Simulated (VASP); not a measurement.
The system is KBr.

```
K Br
1.0
     0.00000    3.30244    3.30244
     3.30244    0.00000    3.30244
     3.30244    3.30244    0.00000
K Br
1 1
Direct
  0.00000 0.00000 0.00000
  0.50000 0.50000 0.50000
```

Base run:

```yaml
Program: VASP 6.6.1
Functional: r2SCAN
Potentials_or_basis: VASP PAW PBE potentials, release 64 (K_sv, Br)
Cutoff: 520 eV
k_mesh: 4 × 4 × 4
Occupations: gaussian, width 0.01 eV
Spin: no spin polarisation
```

Its results: band gap on the k mesh 5.07 eV; pressure 0.0 GPa.

Q: The run is repeated on the same cell with these changes: functional from r2SCAN to PBE-based screened hybrid with 40 % exact exchange. What comes out?

A: Band gap on the k mesh 6.31 eV; pressure 0.3 GPa.

Caveats: the PAW data sets were made with another functional, which shifts forces and pressure a little.

